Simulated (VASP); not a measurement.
**CuO: single point with r2SCAN+U**

CuO:

```
Cu O
1.0
     2.33500   -1.71500    0.00000
     2.33500    1.71500    0.00000
    -0.84769    0.00000    5.04934
Cu O
2 2
Direct
  0.00000 0.50000 0.00000
  0.50000 0.00000 0.50000
  0.58000 0.42000 0.25000
  0.42000 0.58000 0.75000
```

| Property | Result |
| --- | --- |
| Program | VASP 6.6.1 |
| Task | single point |
| Functional | r2SCAN |
| Potentials or basis | VASP PAW PBE potentials, release 64 (Cu, O) |
| Cutoff | 520 eV |
| k mesh | 8 × 8 × 4 |
| Occupations | fermi-dirac, width 0.05 eV |
| Spin | collinear spin |
| Starting moments | [1.0, 1.0, 0.0, 0.0] μB |
| Hubbard terms | Cu d U = 4.0 eV |

```
Pressure                                              : -0.7 GPa
Band gap on the k mesh                                : 1.06 eV (least direct gap 1.12 eV)
Net moment                                            : 2.00 μB per cell
Site moments                                          : Cu +0.71; O +0.26 μB
Valence electrons inside the program's atomic spheres : Cu 9.90; O 5.04
```

Stress tensor (GPa, compression positive):
```
-1.62  0.00  0.88
 0.00 -0.39  0.00
 0.88  0.00 -0.23
```

Levels at points of the mesh, in eV from the valence-band top:
Spin up:
| k point | band 14 | band 15 | band 16 | band 17 | band 18 | band 19 | band 20 | band 21 | band 22 | band 23 |
| --- | --- | --- | --- | --- | --- | --- | --- | --- | --- | --- |
| (0.00, 0.00, 0.00) | -2.76 | -2.72 | -2.29 | -0.66 | -0.14 | 2.18 | 7.05 | 8.95 | 14.56 | 16.29 |
| (0.50, 0.00, 0.00) | -3.21 | -2.88 | -2.08 | -1.08 | -0.79 | 5.70 | 7.34 | 7.82 | 12.20 | 12.32 |
| (0.50, 0.50, 0.00) | -4.21 | -3.54 | -2.91 | -1.75 | 0.00 | 4.20 | 7.92 | 9.49 | 11.19 | 11.76 |
| (0.00, 0.00, 0.50) | -3.54 | -2.06 | -2.06 | -0.81 | -0.81 | 4.55 | 4.55 | 12.67 | 12.67 | 15.34 |
| (0.50, 0.00, 0.50) | -4.04 | -3.26 | -2.73 | -1.37 | -0.33 | 6.09 | 7.33 | 9.18 | 9.54 | 14.13 |
| (0.50, 0.50, 0.50) | -3.26 | -2.49 | -2.49 | -1.93 | -1.93 | 5.96 | 5.96 | 10.02 | 10.02 | 14.00 |
Spin down:
```
           k point  band 13  band 14  band 15  band 16  band 17  band 18  band 19  band 20
(0.00, 0.00, 0.00)    -2.62    -2.22    -2.11    -1.59     2.06     2.56     2.98     7.19
(0.50, 0.00, 0.00)    -3.02    -2.53    -2.14    -1.43     2.18     2.39     5.82     7.56
(0.50, 0.50, 0.00)    -3.30    -3.05    -2.19    -1.22     1.12     3.21     4.19     8.10
(0.00, 0.00, 0.50)    -3.14    -3.14    -1.42    -1.42     2.36     2.36     4.94     4.94
(0.50, 0.00, 0.50)    -2.91    -2.65    -2.15    -2.04     1.79     2.72     6.24     7.68
(0.50, 0.50, 0.50)    -2.56    -2.56    -1.71    -1.71     1.87     1.87     6.02     6.02
```

Eigenvalues of the final occupation matrices:
| site | spin | trace | eigenvalues |
| --- | --- | --- | --- |
| site 1 d | 1 | 4.93 | 0.96 0.98 0.98 0.98 1.03 |
| site 1 d | 2 | 4.21 | 0.33 0.95 0.97 0.97 0.98 |
| site 2 d | 1 | 4.93 | 0.96 0.98 0.98 0.98 1.03 |
| site 2 d | 2 | 4.21 | 0.33 0.95 0.97 0.97 0.98 |

Run time: 6.6 min on 1 thread of Intel(R) Xeon(R) Platinum 8124M CPU @ 3.00GHz (Skylake/Cascade Lake), with other jobs on the host, peak memory 0.28 GiB.

Caveat: the PAW data sets were made with another functional, which shifts forces and pressure a little. A k mesh can miss the band edges.
